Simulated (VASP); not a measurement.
A run of VASP 6.6.1:

Contents of INCAR:

```
SYSTEM = Be2Tl
ALGO = Normal ; EDIFF = 1E-6
ENCUT = 520 ; GGA = PE
ISIF = 2 ; ISMEAR = 0
LASPH = .TRUE. ; LCHARG = .FALSE.
LREAL = .FALSE. ; LWAVE = .FALSE.
NBANDS = 26 ; NELM = 60
PREC = Accurate ; SIGMA = 0.1
```

File KPOINTS:

```
k-points
0
G
  6 6 6
  0 0 0
```

Contents of POSCAR:

```
Be2Tl
1.0
   -2.1714585728      2.1714585728      4.9952322666
    2.1714585728     -2.1714585728      4.9952322666
    2.1714585728      2.1714585728     -4.9952322666
Be Tl
4 2
Direct
    0.6747580445      0.1747580445      0.8495160891
    0.1747580445      0.3252419555      0.5000000000
    0.3252419555      0.8252419555      0.1504839109
    0.8252419555      0.6747580445      0.5000000000
    0.2500000000      0.2500000000      0.0000000000
    0.7500000000      0.7500000000      0.0000000000
```

Potentials or basis: VASP PAW PBE potentials, release 64 (Be, Tl_d).

Launch:

```bash
$ cat potpaw_PBE.64/Be/POTCAR potpaw_PBE.64/Tl_d/POTCAR > POTCAR
$ mpirun -np 1 vasp_std > vasp.out
```

Hardware: 1 thread of Intel(R) Xeon(R) 6975P-C (Granite Rapids), with other jobs on the host.

**Question.** Estimate the wall time of this run.

**Answer.** It took 56 s on 1 thread of Intel(R) Xeon(R) 6975P-C (Granite Rapids) (shared host), peak memory 0.34 GiB. Counts: scf iterations 13, k points 30.
